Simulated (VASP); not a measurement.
# ReHgF6 (R-3) in VASP: single point with PBE+U

Aim: the single point of ReHgF6 with PBE+U.

All numbers are computed with VASP 6.6.1; they aren't measurements. Logs are shortened: lines on timing, memory, paths and dates and some standing lists are left out, and cuts for length are marked.

### 1 The cell of the first run

Symmetry: R-3, No. 148, trigonal system. The conventional cell has a = 5.147 Å, b = 5.147 Å, c = 14.317 Å, α = 90.00°, β = 90.00°, γ = 120.00°. Within 2.5 Å of F (site symmetry 1) lie 1 Re at 1.90 Å and 1 Hg at 2.24 Å. Within 2.5 Å of Re (site symmetry -3) lie 6 F at 1.90 Å. Hg (site symmetry -3) has 6 F at 2.24 Å within 3.0 Å.

### 2 Single point, PBE+U

Input file INCAR:

```
SYSTEM = ReHgF6
  ALGO = Normal
  EDIFF = 1E-6
  ENCUT = 520
  GGA = PE
  ISIF = 2
  ISMEAR = -1
  LASPH = .True.
  LCHARG = .False.
  LDAU = .True.
  LDAUJ = 0 0 0
  LDAUL = -1 2 -1
  LDAUPRINT = 1
  LDAUTYPE = 2
  LDAUU = 0 3.08 0
  LMAXMIX = 4
  LREAL = .False.
  LWAVE = .False.
  NBANDS = 40
  NELM = 150
  PREC = Accurate
  SIGMA = 0.1
```

Input file KPOINTS:

```
k-points
0
Gamma
  5 5 5
  0 0 0
```

Input file POSCAR:

```
ReHgF6
1.0
    5.1465970000      0.0000000000      0.0000000000
   -2.5732990000      4.4570860000      0.0000000000
    0.0000000000     -2.9713870000      4.7722440000
F Re Hg
6 1 1
Direct
    0.2385000000      0.8570000000      0.7855000000
    0.9285000000      0.1670000000      0.7855000000
    0.6185000000      0.5470000000      0.7855000000
    0.7615000000      0.1430000000      0.2145000000
    0.0715000000      0.8330000000      0.2145000000
    0.3815000000      0.4530000000      0.2145000000
    0.0000000000      0.0000000000      0.0000000000
    0.5000000000      0.0000000000      0.5000000000
```

Potentials or basis: VASP PAW PBE potentials, release 64 (F, Re, Hg).

Launch:

```sh
> cat potpaw_PBE.64/F/POTCAR potpaw_PBE.64/Re/POTCAR potpaw_PBE.64/Hg/POTCAR > POTCAR
> mpirun -np 1 vasp_std > vasp.out
```

OUTCAR:

```text
SYSTEM = ReHgF6
   EDIFF = 1E-6
   ENCUT = 520
   GGA = PE
   ISIF = 2
   ISMEAR = -1
   LASPH = .True.
   LREAL = .False.
   NELM = 150
   PREC = Accurate

 ion  position               nearest neighbor table
   1  0.239  0.857  0.785-   7 1.90   8 2.24
   2  0.928  0.167  0.785-   7 1.90   8 2.24
   3  0.618  0.547  0.785-   7 1.90   8 2.24
   4  0.761  0.143  0.215-   7 1.90   8 2.24
   5  0.072  0.833  0.215-   7 1.90   8 2.24
   6  0.382  0.453  0.215-   7 1.90   8 2.24
   7  0.000  0.000  0.000-   2 1.90   5 1.90   4 1.90   1 1.90   3 1.90   6 1.90
   8  0.500  0.000  0.500-   1 2.24   4 2.24   2 2.24   5 2.24   3 2.24   6 2.24

  LATTYP: Found a trigonal (rhomboedric) cell.
 ALAT       =     5.6216974356
 COS(alpha) =     0.5809402383

  Lattice vectors:

 A1 = (  -2.5732990000,   1.4856990000,   4.7722440000)
 A2 = (  -0.0000000000,  -2.9713870000,   4.7722440000)
 A3 = (   2.5732980000,   1.4856990000,   4.7722440000)

Analysis of symmetry for initial positions (statically):
=====================================================================
 Subroutine PRICEL returns:
 Original cell was already a primitive cell.

 Routine SETGRP: Setting up the symmetry group for a
 trigonal (rhombohedral) supercell.

 Subroutine GETGRP returns: Found  6 space group operations
 (whereof  6 operations were pure point group operations)
 out of a pool of 12 trial point group operations.

The static configuration has the point symmetry S_6 .

Analysis of symmetry for dynamics (positions and initial velocities):
=====================================================================
 Subroutine PRICEL returns:
 Original cell was already a primitive cell.

 Routine SETGRP: Setting up the symmetry group for a
 trigonal (rhombohedral) supercell.

 Subroutine GETGRP returns: Found  6 space group operations
 (whereof  6 operations were pure point group operations)
 out of a pool of 12 trial point group operations.

The dynamic configuration has the point symmetry S_6 .

 Subroutine INISYM returns: Found  6 space group operations
 (whereof  6 operations are pure point group operations),
 and found     1 'primitive' translations

----------------------------------------------------------------------------------------

                                     Primitive cell

  volume of cell :     109.4697

  direct lattice vectors                    reciprocal lattice vectors
     5.146597000  0.000000000  0.000000000     0.194303148  0.112180940  0.069848270
    -2.573299000  4.457086000  0.000000000     0.000000000  0.224361836  0.139696513
     0.000000000 -2.971387000  4.772244000     0.000000000  0.000000000  0.209545027

  length of vectors
     5.146597000  5.146599203  5.621694896     0.234983101  0.264297842  0.209545027

  position of ions in fractional coordinates (direct lattice)
     0.238500000  0.857000000  0.785500000
     0.928500000  0.167000000  0.785500000
     0.618500000  0.547000000  0.785500000
     0.761500000  0.143000000  0.214500000
     0.071500000  0.833000000  0.214500000
     0.381500000  0.453000000  0.214500000
     0.000000000  0.000000000  0.000000000
     0.500000000  0.000000000  0.500000000

  ion indices of the primitive-cell ions
   primitive index   ion index
                 1           1
                 2           2
                 3           3
                 4           4
                 5           5
                 6           6
                 7           7
                 8           8

----------------------------------------------------------------------------------------
[... 61 lines left out ...]
   ICHARG =      2    charge: 1-file 2-atom 10-const
   ISPIN  =      1    spin polarized calculation?
   LNONCOLLINEAR =      F non collinear calculations
   LSORBIT =      F    spin-orbit coupling
   LASPH  =      T    aspherical Exc in radial PAW
   ENCUT  =  520.0 eV  38.22 Ry    6.18 a.u.   9.57  9.57 10.45*2*pi/ulx,y,z
   NELM   =    150;   NELMIN=  2; NELMDL= -5     # of ELM steps
   EDIFF  = 0.1E-05   stopping-criterion for ELM
   LREAL  =      F    real-space projection
   EDIFFG = 0.1E-04   stopping-criterion for IOM
   NSW    =      0    number of steps for IOM
   IBRION =     -1    ionic relax: 0-MD 1-quasi-New 2-CG
   NFREE  =      0    steps in history (QN), initial steepest desc. (CG)
   ISIF   =      2    stress and relaxation
   ISYM   =      2    0-nonsym 1-usesym 2-fastsym
   POTIM  = 0.5000    time-step for ionic-motion
   TEBEG  =    0.0;   TEEND  =   0.0 temperature during run
   PSTRESS=    0.0 pullay stress
   NELECT =      61.0000    total number of electrons
   NUPDOWN=      -1.0000    fix difference up-down
   EMIN   =  10.00;   EMAX   =-10.00  energy-range for DOS
   EFERMI =   0.00;   METHOD = LEGACY
   ISMEAR =    -1;   SIGMA  =   0.10  broadening in eV -4-tet -1-fermi 0-gaus
   EFERMI_NEDOS =   21; number of points for ismear=-14 and -15
   IALGO  =     38    algorithm
   IMIX   =      4    mixing-type and parameters
     AMIX     =   0.40;   BMIX     =  1.00
     AMIX_MAG =   1.60;   BMIX_MAG =  1.00
  volume/ion in A,a.u.               =      13.68        92.34
  Fermi-wavevector in a.u.,A,eV,Ry     =   1.347163  2.545769 24.692511  1.814848
  Thomas-Fermi vector in A             =   2.474936
   LORBIT       =      0    0 simple, 1 ext, 2 COOP (PROOUT), +10 PAW based schemes
 LDA+U is selected, type is set to LDAUTYPE =  2
   angular momentum for each species LDAUL =    -1    2   -1
   U (eV)           for each species LDAUU =   0.0  3.1  0.0
   J (eV)           for each species LDAUJ =   0.0  0.0  0.0
   GGA     = PE    functional components
   LHFCALC =     F    Hartree Fock is set to
   AEXX    =    0.0000 exact exchange contribution
   IVDW    =     0    specifies the selected vdW correction
   LEPSILON=     F    determine dielectric tensor
   LRPA    =     F    only Hartree local field effects (RPA)
 non-spin polarized calculation
  energy-cutoff  :      520.00
  volume of cell :      109.47
 maximum number of plane-waves:      2976
 NGX is ok and might be reduce to    40
   NGX = 19   NGY = 19   NGZ = 21

atom =   7  type =  2  l = 2

 onsite density matrix

spin component  1

  0.4929 -0.1186  0.0000  0.0451  0.0000
 -0.1186  0.4216  0.0000 -0.0000  0.0451
  0.0000  0.0000  0.5411  0.0000  0.0000
  0.0451 -0.0000  0.0000  0.4216  0.1186
  0.0000  0.0451  0.0000  0.1186  0.4929

spin component  2

  0.4929 -0.1186  0.0000  0.0451  0.0000
 -0.1186  0.4216  0.0000 -0.0000  0.0451
  0.0000  0.0000  0.5411  0.0000  0.0000
  0.0451 -0.0000  0.0000  0.4216  0.1186
  0.0000  0.0451  0.0000  0.1186  0.4929

 occupancies and eigenvectors

  o =  0.3254  v =  0.4367  0.3432 -0.0000 -0.7194  0.4171  0.0000  0.0000  0.0000  0.0000  0.0000      0.0000  0.0000  0.0000  0.0000  0.0000  0.0000  0.0000  0.0000  0.0000  0.0000
  o =  0.3254  v =  0.0000  0.0000  0.0000  0.0000  0.0000  0.4367  0.3432 -0.0000 -0.7194  0.4171      0.0000  0.0000  0.0000  0.0000  0.0000  0.0000  0.0000  0.0000  0.0000  0.0000
  o =  0.3254  v = -0.4171 -0.7194  0.0000 -0.3432  0.4367  0.0000  0.0000  0.0000  0.0000  0.0000      0.0000  0.0000  0.0000  0.0000  0.0000  0.0000  0.0000  0.0000  0.0000  0.0000
  o =  0.3254  v =  0.0000  0.0000  0.0000  0.0000  0.0000 -0.4171 -0.7194  0.0000 -0.3432  0.4367      0.0000  0.0000  0.0000  0.0000  0.0000  0.0000  0.0000  0.0000  0.0000  0.0000
  o =  0.5411  v =  0.0000  0.0000  0.0000  0.0000  0.0000  0.0000 -0.0000  1.0000 -0.0000 -0.0000      0.0000  0.0000  0.0000  0.0000  0.0000  0.0000  0.0000  0.0000  0.0000  0.0000
  o =  0.5411  v =  0.0000 -0.0000  1.0000 -0.0000 -0.0000  0.0000  0.0000  0.0000  0.0000  0.0000      0.0000  0.0000  0.0000  0.0000  0.0000  0.0000  0.0000  0.0000  0.0000  0.0000
  o =  0.5891  v =  0.0000  0.0000  0.0000  0.0000  0.0000  0.3339 -0.4314 -0.0000 -0.4226 -0.7237      0.0000  0.0000  0.0000  0.0000  0.0000  0.0000  0.0000  0.0000  0.0000  0.0000
  o =  0.5891  v =  0.3339 -0.4314 -0.0000 -0.4226 -0.7237  0.0000  0.0000  0.0000  0.0000  0.0000      0.0000  0.0000  0.0000  0.0000  0.0000  0.0000  0.0000  0.0000  0.0000  0.0000
  o =  0.5891  v =  0.7237 -0.4226  0.0000  0.4314  0.3339  0.0000  0.0000  0.0000  0.0000  0.0000      0.0000  0.0000  0.0000  0.0000  0.0000  0.0000  0.0000  0.0000  0.0000  0.0000
  o =  0.5891  v =  0.0000  0.0000  0.0000  0.0000  0.0000  0.7237 -0.4226  0.0000  0.4314  0.3339      0.0000  0.0000  0.0000  0.0000  0.0000  0.0000  0.0000  0.0000  0.0000  0.0000

 number of electron      60.9999988 magnetization

 Free energy of the ion-electron system (eV)
  ---------------------------------------------------
  ext. energy  EPLUGINS =         0.00000000
  ---------------------------------------------------
  free energy    TOTEN  =       -32.18967333 eV

  energy without entropy =      -31.87824041  energy(sigma->0) =      -32.03395687

 E-fermi :   2.2175     XC(G=0):  -9.7238

 val. band max:        2.2083736927   @ k =   0.4000   0.0000  -0.0000
 cond. band min:       2.2211703978   @ k =   0.0000   0.2000   0.2000
 fundamental gap:      0.0127967051
 Fermi energy:         2.2175085161

 k-point     1 :       0.0000    0.0000    0.0000
  band No.  band energies     occupation
      1     -23.4448      2.00000
      2     -22.9497      2.00000
      3     -22.9497      2.00000
      4     -22.5184      2.00000
      5     -22.5067      2.00000
      6     -22.5067      2.00000
[... 978 lines left out ...]
     39      11.2381      0.00000
     40      12.4632      0.00000

------------------------ aborting loop because EDIFF is reached ----------------------------------------

  FORCE on cell =-STRESS in cart. coord.  units (eV):
  Direction    XX          YY          ZZ          XY          YZ          ZX
  --------------------------------------------------------------------------------------
  -------------------------------------------------------------------------------------
  Total       13.9854918     13.9855059     15.6461486     -0.0000067      0.0000120     -0.0000011
  in kB      204.6890016    204.6892087    228.9940592     -0.0000980      0.0001759     -0.0000160
  external PRESSURE =     212.7907565 kB  Pullay stress =       0.0000000 kB

 VOLUME and BASIS-vectors are now :
 -----------------------------------------------------------------------------
  energy-cutoff  :      520.00
  volume of cell :      109.47
      direct lattice vectors                 reciprocal lattice vectors
     5.146597000  0.000000000  0.000000000     0.194303148  0.112180940  0.069848270
    -2.573299000  4.457086000  0.000000000     0.000000000  0.224361836  0.139696513
     0.000000000 -2.971387000  4.772244000     0.000000000  0.000000000  0.209545027

 POSITION                                       TOTAL-FORCE (eV/Angst)
 -----------------------------------------------------------------------------------
     -0.97785      1.48570      3.74860         1.057107     -0.741250     -0.791901
      4.34887     -1.58969      3.74860         0.113387      1.286106     -0.791901
      1.77558      0.10400      3.74860        -1.170494     -0.544858     -0.791901
      3.55115      0.00000      1.02365        -1.057107      0.741250      0.791901
     -1.77558      3.07539      1.02365        -0.113387     -1.286106      0.791901
      0.79772      1.38170      1.02365         1.170494      0.544858      0.791901
      0.00000      0.00000      0.00000        -0.000000      0.000000      0.000000
      2.57330     -1.48569      2.38612        -0.000000      0.000000      0.000000
 -----------------------------------------------------------------------------------
    total drift:                                0.000000     -0.000000      0.000000

  FREE ENERGIE OF THE ION-ELECTRON SYSTEM (eV)
  ---------------------------------------------------
  free  energy   TOTEN  =       -32.1896733324 eV

  energy  without entropy=      -31.8782404135  energy(sigma->0) =      -32.03395687
```

Run time: 3.1 min. Hardware: 1 thread of Intel Xeon Platinum 8375C at 2.90GHz (Ice Lake), shared host; peak memory 0.29 GiB.

Results:

```yaml
Free_energy: -32.1897 eV
Pressure: 21.3 GPa
Largest_force: 1.515 eV/Å
```

Forces on the atoms (eV/Å):
```
F    1.057 -0.741 -0.792
F    0.113  1.286 -0.792
F   -1.170 -0.545 -0.792
F   -1.057  0.741  0.792
F   -0.113 -1.286  0.792
F    1.170  0.545  0.792
Re   0.000  0.000  0.000
Hg   0.000  0.000  0.000
```

Eigenvalues of the final occupation matrices:
```
    site  spin  trace               eigenvalues
site 7 d     1   2.37  0.33 0.33 0.54 0.59 0.59
site 7 d     2   2.37  0.33 0.33 0.54 0.59 0.59
```

Caveat: spin-orbit coupling is left out, which moves the levels of the heavy elements; an odd number of electrons without spin polarisation forces a metal; a magnetic or distorted state may lie lower; U without spin polarisation on a metal has little footing.
